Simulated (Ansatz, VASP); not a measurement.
# One calculation of MgS, two programs

```
Mg S
1.0
     0.00000    2.39352    2.39352
     2.39352    0.00000    2.39352
     2.39352    2.39352    0.00000
Mg S
1 1
Direct
  0.00000 0.00000 0.00000
  0.50000 0.50000 0.50000
```

Change from the starting cell: strain -0.080 along x and y, -0.080 along z, atoms carried along.

Alike in both runs: task single point; functional r2SCAN; k mesh 8 × 8 × 8; occupations gaussian, width 0.05 eV; no spin polarisation.

```csv
,VASP,Ansatz
version,VASP 6.6.1,Ansatz 0.2.0
potentials or method,"VASP PAW PBE potentials, release 64 (Mg, S), cutoff 520 eV","scalar-relativistic, plane waves, PAW"
valence electrons in the cell,8,16
```

|  | VASP | Ansatz | Ansatz less VASP |
| --- | --- | --- | --- |
| gap on the k mesh at the Fermi level (eV) | 3.93 | 3.91 | -0.015 |
| least direct gap on the mesh (eV) | 6.32 | 6.30 | -0.020 |
| pressure (GPa) | 32.4 | 33.0 | +0.53 |

VASP's potentials were made for PBE, not for r2SCAN. Both programs put the cell under a high pressure, so it lies far from rest at this level. VASP's potentials hold 8 valence electrons a cell and Ansatz's 16, so a difference there can come from the potentials and not from the codes.
